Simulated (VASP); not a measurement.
Runs of VASP 6.6.1 on C. The structure is that of space group Fd-3m (No. 227), or close to it. The cells are those of the table. 

```csv
cell,gap on the mesh (eV),pressure (GPa)
"a = 2.619 Å, angles 60.0°, 2 atoms",(c),-43.8
"a = 2.417 Å, angles 60.0°, 2 atoms",(a),66.8
"a = 2.588 Å, angles 60.0°, 2 atoms",(b),-32.9
"a = 2.453 Å, angles 60.0°, 2 atoms",4.22,38.7
"a = 2.488 Å, angles 60.0°, 2 atoms",4.12,15.5
```

Alike in all rows: task single point; level PBEsol; potentials or basis VASP PAW PBE potentials, release 64 (C); no spin polarisation; k mesh 10 × 10 × 10; cutoff (eV) 520; smearing gaussian 0.01 eV.

**Question.** Fill in the values left out.

**Answer.** (a) 4.32; (b) 3.87; (c) 3.80.

Caveats: the PAW data sets were made with another functional, which shifts forces and pressure a little.

A k mesh can miss the band edges.
